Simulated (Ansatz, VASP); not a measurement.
**MnSb in VASP and in Ansatz**

Contents of INCAR:

```
SYSTEM = MnSb
ALGO     = Normal         ! electronic algorithm
EDIFF    = 1E-8           ! SCF threshold, eV
ENCUT    = 520            ! plane-wave cutoff, eV
GGA      = PE             ! functional
ISIF     = 2              ! what is computed and relaxed
ISMEAR   = -1             ! smearing method
ISPIN    = 2              ! spin polarisation
LASPH    = .True.         ! aspherical terms in the spheres
LCHARG   = .False.        ! write CHGCAR
LEFG     = .True.       
LMAXMIX  = 4              ! l up to which the mixer works
LORBIT   = 11             ! projections on sites
LREAL    = .False.        ! projectors in reciprocal space
LWAVE    = .False.        ! write WAVECAR
MAGMOM   = 4 4 0 0        ! initial moments
NBANDS   = 30             ! bands
NELM     = 150            ! most SCF steps
PREC     = Accurate       ! precision mode
SIGMA    = 0.05           ! smearing width, eV
```

KPOINTS

```
k-points
0
Gamma
  9 9 6
  0 0 0
```

Contents of POSCAR:

```
MnSb
1.0
    4.1299978706      0.0000000000      0.0000000000
   -2.0649989353      3.5766830735      0.0000000000
    0.0000000000      0.0000000000      5.8000000000
Mn Sb
2 2
Direct
    0.0000000000      0.0000000000      0.0000000000
    0.0000000000      0.0000000000      0.5000000000
    0.3333333333      0.6666666667      0.2500000000
    0.6666666667      0.3333333333      0.7500000000
```

Input for Ansatz:

```yaml
crystal:
  lattice:
    - [4.1299978706, 0.0, 0.0]
    - [-2.0649989353, 3.5766830735, 0.0]
    - [0.0, 0.0, 5.8]
  atoms:
    - { symbol: Mn, position: [0.0, 0.0, 0.0], spin: 4.0 }
    - { symbol: Mn, position: [0.0, 0.0, 0.5], spin: 4.0 }
    - { symbol: Sb, position: [0.3333333333, 0.6666666667, 0.25] }
    - { symbol: Sb, position: [0.6666666667, 0.3333333333, 0.75] }
magnetization:
  spin_polarized: true
kpoints:
  mp_grid: { grid: [9, 9, 6] }
scf:
  occupations: { method: fermi_dirac, width: 0.05 }
hamiltonian:
  xc: pbe
  pseudopotentials: { kind: paw }
output:
  forces: true
  stress: true
  populations: true
  efg:
    quadrupole_moments_barn: { Mn: 0.33, Sb: -0.543 }
    contact_densities: true
```

Alike in both runs: task electric field gradients; functional PBE; k mesh 9 × 9 × 6; occupations fermi-dirac, width 0.05 eV; collinear spin.

```csv
,VASP,Ansatz
version,VASP 6.6.1,Ansatz 0.2.0
potentials or method,"VASP PAW PBE potentials, release 64 (Mn_pv, Sb)","plane-wave PAW, scalar-relativistic"
plane-wave cutoff (eV),520,420
valence electrons in the cell,36,60
```

|  | VASP | Ansatz | Ansatz less VASP |
| --- | --- | --- | --- |
| pressure (GPa) | -3.0 | -3.0 | +0.02 |
| traceless stress, the component that is largest in VASP (GPa) | -1.12 | -1.14 | -0.012 |
| net moment per atom (μB) | 1.66 | 1.66 | +0.001 |
| size of the moment on the site where the two differ most (μB) | 3.37 | 3.40 | +0.031 |
| size of Vzz on the site where it differs most (V/Å²) | 41.3 | 45.0 | +3.72 |

Site moments also hang on the region over which each program counts them. VASP's potentials hold 36 valence electrons a cell and Ansatz's 60, so a difference there can come from the potentials and not from the codes.

Neither program's run includes spin-orbit coupling.
